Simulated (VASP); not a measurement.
The system is Cs4Zn.

```
CELL_PARAMETERS angstrom
-3.10114 3.10114 3.44694
3.10114 -3.10114 3.44694
3.10114 3.10114 -3.44694
ATOMIC_POSITIONS crystal
Cs 0.43184 0.93184 0.86367
Cs 0.06816 0.56816 0.13633
Cs 0.93184 0.06816 0.50000
Cs 0.56816 0.43184 0.50000
Zn 0.50000 0.50000 0.00000
```

The cell was generated, and may not be a known phase.

| Quantity | Value |
| --- | --- |
| Program | VASP 6.6.1 |
| Task | relaxation of cell and atoms |
| Functional | PBE |
| Potentials or basis | VASP PAW PBE potentials, release 64 (Cs_sv, Zn) |
| Cutoff | 600 eV |
| k mesh | 4 × 4 × 4 |
| Occupations | gaussian, width 0.1 eV |
| Spin | no spin polarisation |

At the start: pressure 26.6 GPa; volume 26.52 Å³/atom.

How do energy, volume and symmetry change on relaxing?

Over 4 steps the energy falls by 1816.8 meV/atom and the volume is 83.71 Å³/atom (+215.7 %); space group I422 (No. 97, to 0.1 Å) before and after.

The path:
```tsv
step	energy change (eV)	largest force (eV/Å)	pressure (GPa)	volume (Å³)
1	0.0000	0.0403	26.61	132.60
2	-7.3181	0.0498	4.36	235.91
3	-8.3967	0.0136	2.15	289.26
4	-9.0839	0.0175	-0.06	418.55
```

Final structure:
```
CELL_PARAMETERS angstrom
-4.77056 4.77056 4.59781
4.77056 -4.77056 4.59781
4.77056 4.77056 -4.59781
ATOMIC_POSITIONS crystal
Cs 0.43141 0.93141 0.86282
Cs 0.06859 0.56859 0.13718
Cs 0.93141 0.06859 0.50000
Cs 0.56859 0.43141 0.50000
Zn 0.50000 0.50000 0.00000
```

Caveat: the volume moved by over 15 % at a fixed basis, so the end points are rough.
